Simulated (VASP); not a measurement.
NaCl: single point with r2SCAN

The system is NaCl.

```
Na Cl
1.0
     0.00000    2.98045    2.98045
     2.98045    0.00000    2.98045
     2.98045    2.98045    0.00000
Na Cl
1 1
Direct
  0.00000 0.00000 0.00000
  0.25000 0.25000 0.25000
```

This cell differs from its parent crystal: strain -3.5%.

```
Program             : VASP 6.6.1
Task                : single point
Functional          : r2SCAN
Potentials or basis : VASP PAW PBE potentials, release 64 (Na_sv, Cl)
Cutoff              : 1250 eV
k mesh              : 8 × 8 × 8
Occupations         : gaussian, width 0.01 eV
Spin                : no spin polarisation
```

The pressure is 2.5 GPa and the band gap on the k mesh is 5.81 eV.

Levels at points of the mesh, in eV from the valence-band top:
```
           k point  band 4  band 5  band 6  band 7  band 8  band 9  band 10  band 11  band 12  band 13
(0.00, 0.00, 0.00)  -21.02  -12.80    0.00    0.00    0.00    5.81    12.39    12.39    12.39    14.09
(0.50, 0.00, 0.00)  -21.02  -12.60   -1.24   -0.10   -0.10    8.65     9.98    11.61    11.61    15.97
(0.50, 0.50, 0.00)  -21.03  -12.53   -1.13   -0.35   -0.35    7.55     9.98    12.45    14.86    14.86
```

Wall time 3.1 min on 1 thread of Intel(R) Xeon(R) 6975P-C (Granite Rapids) (shared host), peak memory 0.41 GiB.

Caveat: the cell differs from its parent crystal (strain -3.5%); the structure was generated, so it needn't be the stable form of NaCl; the PAW data sets were made with another functional, which shifts forces and pressure a little. A k mesh can miss the band edges.
